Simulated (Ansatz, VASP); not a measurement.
**WC: VASP beside Ansatz**

The input INCAR:

```
SYSTEM = WC
  PREC = Accurate
  ENCUT = 520
  EDIFF = 1E-7
  ISMEAR = 1
  SIGMA = 0.2
  LREAL = .False.
  LASPH = .True.
  NELM = 100
  ALGO = Normal
  ISIF = 2
  LWAVE = .False.
  LCHARG = .False.
  GGA = PS
  NBANDS = 16
```

KPOINTS

```
Automatic mesh
0
Gamma
  18 18 16
  0 0 0
```

POSCAR

```
WC
1.0
    2.9005014360      0.0000000000      0.0000000000
   -1.4502507180      2.5119079273      0.0000000000
    0.0000000000      0.0000000000      2.8290000000
W C
1 1
Direct
    0.0000000000      0.0000000000      0.0000000000
    0.6666666667      0.3333333333      0.5000000000
```

Input for Ansatz:

```yaml
crystal:
  lattice:
    - [2.900501436, 0.0, 0.0]
    - [-1.450250718, 2.5119079273, 0.0]
    - [0.0, 0.0, 2.829]
  atoms:
    - { symbol: W, position: [0.0, 0.0, 0.0] }
    - { symbol: C, position: [0.6666666667, 0.3333333333, 0.5] }
basis:
  ecutwfc: 420
kpoints:
  mp_grid: { grid: [18, 18, 16] }
hamiltonian:
  xc: pbesol
scf:
  occupations: { method: methfessel_paxton, width: 0.2 }
output:
  forces: true
  stress: true
  eigenvalues: true
```

Alike in both runs: task single point; functional PBEsol; k mesh 18 × 18 × 16; occupations methfessel-paxton of order 1, width 0.2 eV; no spin polarisation.

```csv
,VASP,Ansatz
version,VASP 6.6.1,Ansatz 0.2.0
potentials or method,"VASP PAW PBE potentials, release 64 (W_sv, C), cutoff 520 eV","scalar-relativistic, plane waves, PAW"
valence electrons in the cell,18,18
```

|  | VASP | Ansatz | Ansatz less VASP |
| --- | --- | --- | --- |
| gap on the k mesh at the Fermi level (eV) | none | none | - |
| pressure (GPa) | 0.5 | -0.8 | -1.29 |
| traceless stress, the component that is largest in VASP (GPa) | 0.30 | 0.07 | -0.233 |

VASP's potentials were made for PBE, not for PBEsol. A gap of «none» marks a metal or a gap that the smearing closes. With one functional, cell and mesh, what is left measures potentials, basis and numerics.

Spin-orbit coupling is off throughout.
